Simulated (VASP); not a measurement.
Runs of VASP 6.6.1 on Cu. The structure is that of space group I4/mmm (No. 139), or close to it. The cells are those of the table. 

```csv
cell,gap on the mesh (eV),pressure (GPa)
"a = 2.456, b = 2.456, c = 2.556 Å, angles 58.6, 58.6, 62.7°, 1 atom",none,8.5
"a = 2.510, b = 2.510, c = 2.658 Å, angles 58.0, 58.0, 64.0°, 1 atom",none,-4.8
"a = 2.558, b = 2.558, c = 2.658 Å, angles 58.7, 58.7, 62.6°, 1 atom",none,-10.2
"a = 2.564, b = 2.564, c = 2.761 Å, angles 57.4, 57.4, 65.1°, 1 atom",none,-13.3
"a = 2.564, b = 2.564, c = 2.352 Å, angles 62.7, 62.7, 54.6°, 1 atom",none,(b)
"a = 2.612, b = 2.612, c = 2.454 Å, angles 62.0, 62.0, 56.0°, 1 atom",none,-4.5
"a = 2.660, b = 2.660, c = 2.761 Å, angles 58.7, 58.7, 62.5°, 1 atom",none,(c)
"a = 2.612, b = 2.612, c = 2.761 Å, angles 58.1, 58.1, 63.8°, 1 atom",none,(a)
"a = 2.510, b = 2.510, c = 2.352 Å, angles 62.1, 62.1, 55.9°, 1 atom",none,19.6
```

Alike in all rows: task single point; level PBEsol; potentials or basis VASP PAW PBE potentials, release 64 (Cu); no spin polarisation; k mesh 22 × 22 × 22; cutoff (eV) 520; smearing gaussian 0.15 eV.

**Question.** Estimate the missing entries.

**Answer.** (a) -16.8; (b) 11.4; (c) -19.4.

Caveats: the PAW data sets were made with another functional, which shifts forces and pressure a little.

A gap of «none» marks levels without a gap at the run's occupations.
